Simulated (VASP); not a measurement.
Write the native input for VASP 6.6.1 that does the following.

| Quantity | Value |
| --- | --- |
| Task | single point |
| Functional | LDA |
| Potentials or basis | VASP PAW LDA potentials, release 64 (Sr_sv, Mg) |
| Cutoff | 520 eV |
| k mesh | 9 × 9 × 9 |
| Occupations | fermi-dirac, width 0.05 eV |
| Spin | no spin polarisation |
| Dipole correction | no |
| Further INCAR settings | ALGO = Normal; EDIFF = 1e-06; NBANDS = 13 |

The structure of SrMg lies in POSCAR:

```
SrMg
1.0
    3.9000000000      0.0000000000      0.0000000000
    0.0000000000      3.9000000000      0.0000000000
    0.0000000000      0.0000000000      3.9000000000
Sr Mg
1 1
Direct
    0.5000000000      0.5000000000      0.5000000000
    0.0000000000      0.0000000000      0.0000000000
```

The input as run:

INCAR

```
ALGO = Normal
EDIFF = 1E-6
ENCUT = 520
GGA = CA
ISIF = 2
ISMEAR = -1
LASPH = True
LCHARG = True
LELF = True
LREAL = False
LVHAR = True
LWAVE = False
NBANDS = 13
NELM = 60
PREC = Accurate
SIGMA = 0.05
```

KPOINTS

```
k-points
0
Gamma
  9 9 9
```

Potentials or basis: VASP PAW LDA potentials, release 64 (Sr_sv, Mg).

The run is started by

```sh
$ cat potpaw_LDA.64/Sr_sv/POTCAR potpaw_LDA.64/Mg/POTCAR > POTCAR
$ mpirun -np 1 vasp_std > vasp.out
```

Results of the run:

The pressure is 3.3 GPa. The band gap on the k mesh is zero (bands 6 and 7 overlap by 1.38 eV).

Caveat: the cell stands under pressure.

Wall time 39 s on 1 thread of Intel Xeon 8259CL (shared host), peak memory 0.16 GiB.
